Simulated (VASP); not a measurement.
# Rb (C2/c) in VASP: single point with PBE+D3(BJ)

Aim: the single point of Rb with PBE+D3(BJ).

All numbers are computed with VASP 6.6.1; they aren't measurements. Logs are shortened: lines on timing, memory, paths and dates and some standing lists are left out, and cuts for length are marked.

### Step 1. The cell of the first run

It takes space group C2/c (No. 15, monoclinic). The conventional cell has a = 23.957 Å, b = 7.839 Å, c = 8.007 Å, α = 90.00°, β = 106.17°, γ = 90.00°.

### Step 2. Single point, PBE+D3(BJ)

Input file INCAR:

```
SYSTEM = Rb
PREC = Accurate ; ENCUT = 520
EDIFF = 1E-6 ; ISMEAR = 0
SIGMA = 0.1 ; LREAL = .FALSE.
LASPH = .TRUE. ; NELM = 100
ALGO = Normal ; ISIF = 2
LWAVE = .FALSE. ; LCHARG = .FALSE.
GGA = PE ; IVDW = 12
NBANDS = 46
```

Input file KPOINTS:

```
Automatic mesh
0
G
  4 4 4
  0 0 0
```

Input file POSCAR:

```
Rb
1.0
   11.9783690000     -3.9197390000      0.0000000000
   11.9783690000      3.9197390000      0.0000000000
   -2.2298860000      0.0000000000      7.6898720000
Rb
8
Direct
    0.8276390000      0.3005690000      0.5591810000
    0.6994310000      0.1723610000      0.9408190000
    0.4631930000      0.9144290000      0.6862050000
    0.1723610000      0.6994310000      0.4408190000
    0.5368070000      0.0855710000      0.3137950000
    0.0855710000      0.5368070000      0.8137950000
    0.3005690000      0.8276390000      0.0591810000
    0.9144290000      0.4631930000      0.1862050000
```

Potentials or basis: VASP PAW PBE potentials, release 64 (Rb_sv).

Launch:

```
cat potpaw_PBE.64/Rb_sv/POTCAR > POTCAR
mpirun -np 1 vasp_std > vasp.out
```

OUTCAR:

```text
SYSTEM = Rb
   PREC = Accurate
   ENCUT = 520
   EDIFF = 1E-6
   ISMEAR = 0
   LREAL = .FALSE.
   LASPH = .TRUE.
   NELM = 100
   ISIF = 2
   GGA = PE
   IVDW = 12
 IVDW          = 12

 ion  position               nearest neighbor table
   1  0.828  0.301  0.559-   4 4.74   8 4.79   3 4.79   2 4.90   3 4.93   2 5.05   4 5.08   8 5.09
                             7 5.46   7 5.46   6 5.70   7 5.75   7 5.75
   2  0.699  0.172  0.941-   7 4.74   5 4.79   6 4.79   1 4.90   6 4.93   1 5.05   7 5.08   5 5.09
                             4 5.46   4 5.46   3 5.70   4 5.75   4 5.75
   3  0.463  0.914  0.686-   5 4.74   7 4.79   1 4.79   6 4.83   6 4.83   1 4.93   5 5.08   7 5.09
                             8 5.34   8 5.34   2 5.70
   4  0.172  0.699  0.441-   1 4.74   6 4.79   5 4.79   7 4.90   5 4.93   7 5.05   1 5.08   6 5.09
                             2 5.46   2 5.46   8 5.70   2 5.75   2 5.75
   5  0.537  0.086  0.314-   3 4.74   2 4.79   4 4.79   8 4.83   8 4.83   4 4.93   3 5.08   2 5.09
                             6 5.34   6 5.34   7 5.70
   6  0.086  0.537  0.814-   8 4.74   4 4.79   2 4.79   3 4.83   3 4.83   2 4.93   8 5.08   4 5.09
                             5 5.34   5 5.34   1 5.70
   7  0.301  0.828  0.059-   2 4.74   3 4.79   8 4.79   4 4.90   8 4.93   4 5.05   2 5.08   3 5.09
                             1 5.46   1 5.46   5 5.70   1 5.75   1 5.75
   8  0.914  0.463  0.186-   6 4.74   1 4.79   7 4.79   5 4.83   5 4.83   7 4.93   6 5.08   1 5.09
                             3 5.34   3 5.34   4 5.70

  LATTYP: Found a base centered monoclinic cell.
 ALAT       =    23.9567380000
 B/A-ratio  =     0.3272347846
 C/A-ratio  =     0.3342130684
 COS(beta)  =    -0.2785040723

  Lattice vectors:

 A1 = (  11.9783690000,  -3.9197390000,   0.0000000000)
 A2 = (  11.9783690000,   3.9197390000,   0.0000000000)
 A3 = (  -2.2298860000,   0.0000000000,   7.6898720000)

Analysis of symmetry for initial positions (statically):
=====================================================================
 Subroutine PRICEL returns:
 Original cell was already a primitive cell.

 Routine SETGRP: Setting up the symmetry group for a
 base centered monoclinic supercell.

 Subroutine GETGRP returns: Found  4 space group operations
 (whereof  2 operations were pure point group operations)
 out of a pool of  4 trial point group operations.

The static configuration has the point symmetry S_2 .
 The point group associated with its full space group is C_2h.

Analysis of symmetry for dynamics (positions and initial velocities):
=====================================================================
 Subroutine PRICEL returns:
 Original cell was already a primitive cell.

 Routine SETGRP: Setting up the symmetry group for a
[... 128 lines left out ...]
   PSTRESS=    0.0 pullay stress
   NELECT =      72.0000    total number of electrons
   NUPDOWN=      -1.0000    fix difference up-down
   EMIN   =  10.00;   EMAX   =-10.00  energy-range for DOS
   EFERMI =   0.00;   METHOD = LEGACY
   ISMEAR =     0;   SIGMA  =   0.10  broadening in eV -4-tet -1-fermi 0-gaus
   EFERMI_NEDOS =   21; number of points for ismear=-14 and -15
   IALGO  =     38    algorithm
   IMIX   =      4    mixing-type and parameters
     AMIX     =   0.40;   BMIX     =  1.00
     AMIX_MAG =   1.60;   BMIX_MAG =  1.00
  volume/ion in A,a.u.               =      90.26       609.13
  Fermi-wavevector in a.u.,A,eV,Ry     =   0.759133  1.434553  7.840798  0.576282
  Thomas-Fermi vector in A             =   1.857859
   LORBIT       =      0    0 simple, 1 ext, 2 COOP (PROOUT), +10 PAW based schemes
   GGA     = PE    functional components
   LHFCALC =     F    Hartree Fock is set to
   AEXX    =    0.0000 exact exchange contribution
   IVDW    =    12    specifies the selected vdW correction
   LEPSILON=     F    determine dielectric tensor
   LRPA    =     F    only Hartree local field effects (RPA)
 non-spin polarized calculation
 Gauss-broadening in eV      SIGMA  =   0.10
  energy-cutoff  :      520.00
  volume of cell :      722.11
 maximum number of plane-waves:     19504
 NGX is ok and might be reduce to    96
   NGX = 47   NGY = 47   NGZ = 29

 number of electron      72.0000000 magnetization

 Free energy of the ion-electron system (eV)
  ---------------------------------------------------
  ext. energy  EPLUGINS =         0.00000000
  ---------------------------------------------------
  free energy    TOTEN  =        -7.48296878 eV

  energy without entropy =       -7.45362672  energy(sigma->0) =       -7.46829775

 E-fermi :   0.0192     XC(G=0):  -5.4847

 val. band max:        0.0147735846   @ k =   0.2500   0.2500   0.0000
 cond. band min:       0.0282318666   @ k =  -0.2500   0.0000   0.2500
 fundamental gap:      0.0134582820
 Fermi energy:         0.0192176425

 k-point     1 :       0.0000    0.0000    0.0000
  band No.  band energies     occupation
      1     -28.8745      2.00000
      2     -28.8718      2.00000
      3     -28.8713      2.00000
      4     -28.8707      2.00000
      5     -28.8656      2.00000
      6     -28.8634      2.00000
[... 1165 lines left out ...]
     45       1.7984      0.00000
     46       1.8071      0.00000

------------------------ aborting loop because EDIFF is reached ----------------------------------------

 Edisp (eV)   -0.81936

 E8    (eV) :    -0.4701

  FORCE on cell =-STRESS in cart. coord.  units (eV):
  Direction    XX          YY          ZZ          XY          YZ          ZX
  --------------------------------------------------------------------------------------
  -------------------------------------------------------------------------------------
  Total      -0.38529    -0.48111    -1.07283     0.00000     0.00000    -0.34420
  in kB      -0.85486    -1.06747    -2.38034     0.00000     0.00000    -0.76368
  external pressure =       -1.43 kB  Pullay stress =        0.00 kB

 VOLUME and BASIS-vectors are now :
 -----------------------------------------------------------------------------
  energy-cutoff  :      520.00
  volume of cell :      722.11
      direct lattice vectors                 reciprocal lattice vectors
    11.978369000 -3.919739000  0.000000000     0.041741910 -0.127559514  0.012104194
    11.978369000  3.919739000  0.000000000     0.041741910  0.127559514  0.012104194
    -2.229886000  0.000000000  7.689872000     0.000000000  0.000000000  0.130041176

 POSITION                                       TOTAL-FORCE (eV/Angst)
 -----------------------------------------------------------------------------------
     12.26718     -2.06598      4.30003        -0.012945      0.026937      0.010626
      8.34473     -2.06598      7.23478         0.012945      0.026937     -0.010626
     14.97151      1.76873      5.27683        -0.007937      0.026825      0.001476
      9.45967      2.06598      3.38984         0.012945     -0.026937     -0.010626
      6.75535     -1.76873      2.41304         0.007937     -0.026825     -0.001476
      5.64040      1.76873      6.25798         0.007937      0.026825     -0.001476
     13.38212      2.06598      0.45509        -0.012945     -0.026937      0.010626
     16.08645     -1.76873      1.43189        -0.007937     -0.026825      0.001476
 -----------------------------------------------------------------------------------
    total drift:                                0.000000      0.000000     -0.000000

  FREE ENERGIE OF THE ION-ELECTRON SYSTEM (eV)
  ---------------------------------------------------
  free  energy   TOTEN  =        -8.3023320135 eV

  energy  without entropy=       -8.2729899557  energy(sigma->0) =       -8.28766098
```

OSZICAR:

```text
N       E                     dE             d eps       ncg     rms          rms(c)
DAV:   1     0.576126605405E+03    0.57613E+03   -0.27422E+04  2280   0.120E+03
DAV:   2     0.655545935347E+02   -0.51057E+03   -0.50335E+03  2760   0.266E+02
DAV:   3    -0.483835318331E+01   -0.70393E+02   -0.70124E+02  3032   0.863E+01
DAV:   4    -0.733657349241E+01   -0.24982E+01   -0.24938E+01  2844   0.198E+01
DAV:   5    -0.747026968956E+01   -0.13370E+00   -0.13367E+00  3388   0.328E+00    0.348E+00
DAV:   6    -0.747488573118E+01   -0.46160E-02   -0.33571E-02  2684   0.796E-01    0.211E+00
DAV:   7    -0.748199887093E+01   -0.71131E-02   -0.27386E-02  2960   0.588E-01    0.145E-01
DAV:   8    -0.748280848730E+01   -0.80962E-03   -0.19140E-03  2680   0.162E-01    0.450E-02
DAV:   9    -0.748295555367E+01   -0.14707E-03   -0.20361E-04  2776   0.630E-02    0.189E-02
DAV:  10    -0.748296540769E+01   -0.98540E-05   -0.29351E-05  2684   0.193E-02    0.849E-03
DAV:  11    -0.748296930448E+01   -0.38968E-05   -0.45349E-06  1724   0.785E-03    0.341E-03
DAV:  12    -0.748296878048E+01    0.52400E-06   -0.14243E-06  1482   0.482E-03
   1 F= -.83023320E+01 E0= -.82876610E+01  d E =-.293421E-01
```

Wall time 16 min (1 thread of AMD EPYC 9R45 (Zen 5), shared host); peak memory 1.1 GiB.

What came out:

* Free energy: -8.3023 eV
* Pressure: -0.1 GPa
* Largest force: 0.032 eV/Å
* Band gap on the k mesh: zero (bands 36 and 37 overlap by 0.85 eV)
* Dispersion energy per atom: -0.102 eV

Forces in eV/Å, atoms in the order of the input:
```
Rb  -0.013  0.027  0.011
Rb   0.013  0.027 -0.011
Rb  -0.008  0.027  0.001
Rb   0.013 -0.027 -0.011
Rb   0.008 -0.027 -0.001
Rb   0.008  0.027 -0.001
Rb  -0.013 -0.027  0.011
Rb  -0.008 -0.027  0.001
```

Stress tensor (GPa, compression positive):
```
-0.09  0.00 -0.08
 0.00 -0.11  0.00
-0.08  0.00 -0.24
```
